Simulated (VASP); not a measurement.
Write the native input for VASP 6.6.1 that does the following.

```
Task                   : single point
Functional             : RPBE
Potentials or basis    : VASP PAW PBE potentials, release 64 (Pd)
Cutoff                 : 500 eV
k mesh                 : 8 × 8 × 8
Occupations            : gaussian, width 0.1 eV
Spin                   : no spin polarisation
Dipole correction      : no
Further INCAR settings : ALGO = Normal; EDIFF = 1e-06; NBANDS = 11
```

The structure of Pd lies in POSCAR:

```
Pd
1.0
    0.0000000000      1.9928346084      1.9928346084
    1.9928346084      0.0000000000      1.9928346084
    1.9928346084      1.9928346084      0.0000000000
Pd
1
Direct
    0.0000000000      0.0000000000      0.0000000000
```

The input as run:

INCAR

```
SYSTEM = Pd
PREC     = Accurate       ! precision mode
ENCUT    = 500            ! plane-wave cutoff, eV
EDIFF    = 1E-6           ! SCF threshold, eV
ISMEAR   = 0              ! smearing method
SIGMA    = 0.1            ! smearing width, eV
LREAL    = .False.        ! projectors in reciprocal space
LASPH    = .True.         ! aspherical terms in the spheres
NELM     = 120            ! most SCF steps
ALGO     = Normal         ! electronic algorithm
ISIF     = 2              ! what is computed and relaxed
LWAVE    = .False.        ! write WAVECAR
LCHARG   = .False.        ! write CHGCAR
GGA      = RP             ! functional
NBANDS   = 11             ! bands
GGA_COMPAT= .False.
```

KPOINTS

```
regular mesh
0
Gamma
  8 8 8
  0 0 0
```

Potentials or basis: VASP PAW PBE potentials, release 64 (Pd).

Command:

```sh
$ cat potpaw_PBE.64/Pd/POTCAR > POTCAR
$ mpirun -np 1 vasp_std > vasp.out
```

It gave:

The pressure is -0.1 GPa and the band gap on the k mesh is zero (bands 5 and 6 overlap by 1.41 eV).

Caveat: the PAW data sets were made with another functional, which shifts forces and pressure a little.

Wall time 4.2 s on 1 thread of Intel(R) Xeon(R) Platinum 8259CL CPU @ 2.50GHz (Skylake/Cascade Lake) (shared host), peak memory 0.14 GiB.
